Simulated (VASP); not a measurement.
Write the native input for VASP 6.6.1 that does the following.

| Quantity | Value |
| --- | --- |
| Task | relaxation of cell and atoms |
| Functional | LDA |
| Potentials or basis | VASP PAW LDA potentials, release 64 (Li_sv, Mg) |
| Cutoff | 600 eV |
| k mesh | 12 × 12 × 12 |
| Occupations | methfessel-paxton, width 0.02 eV |
| Spin | no spin polarisation |
| Dipole correction | no |
| Further INCAR settings | ALGO = Normal; EDIFF = 1e-06; IBRION = 2; EDIFFG = -0.01; NSW = 80; ISIF = 3 |

The structure of LiMg lies in POSCAR:

```
LiMg
1.0
    3.3781850000      0.0000000000      0.0000000000
    0.0000000000      3.3781850000      0.0000000000
    0.0000000000      0.0000000000      3.5526100000
Li Mg
1 1
Direct
    0.0000000000      0.0000000000      0.0000000000
    0.5000000000      0.5000000000      0.5000000000
```

One way to write it, as run:

INCAR

```
SYSTEM = LiMg
  PREC = Accurate
  ENCUT = 600
  EDIFF = 1E-6
  ISMEAR = 1
  SIGMA = 0.02
  LREAL = .False.
  LASPH = .True.
  NELM = 100
  ALGO = Normal
  ISIF = 3
  LWAVE = .False.
  LCHARG = .False.
  GGA = CA
  IBRION = 2
  NSW = 80
  EDIFFG = -0.01
```

KPOINTS

```
regular mesh
0
Gamma
  12 12 12
  0 0 0
```

Potentials or basis: VASP PAW LDA potentials, release 64 (Li_sv, Mg).

The run is started by

```sh
$ cat potpaw_LDA.64/Li_sv/POTCAR potpaw_LDA.64/Mg/POTCAR > POTCAR
$ mpirun -np 1 vasp_std > vasp.out
```

It gave:

| Item | Value |
| --- | --- |
| Relaxed volume | 18.75 Å³/atom |
| Relaxed cell | a = 3.300 Å, b = 3.300 Å, c = 3.444 Å, α = 90.00°, β = 90.00°, γ = 90.00° |
| Space group after relaxing (to 0.1 Å) | P4/mmm (No. 123) |
| Energy gained by relaxing | 10.1 meV/atom |
| Ionic steps | 6 |
| Pressure after relaxing | 0.0 GPa |
| Band gap on the k mesh | zero (an odd number of electrons rules out a gap without spin polarisation) |

Caveat: the cutoff is under 1.25 times the usual one of these potentials, so pressure, stress and relaxed cells hold a basis-set (Pulay) error.

It took 4 min on 1 thread of AMD EPYC 7R13, on a shared host, peak memory 0.18 GiB.
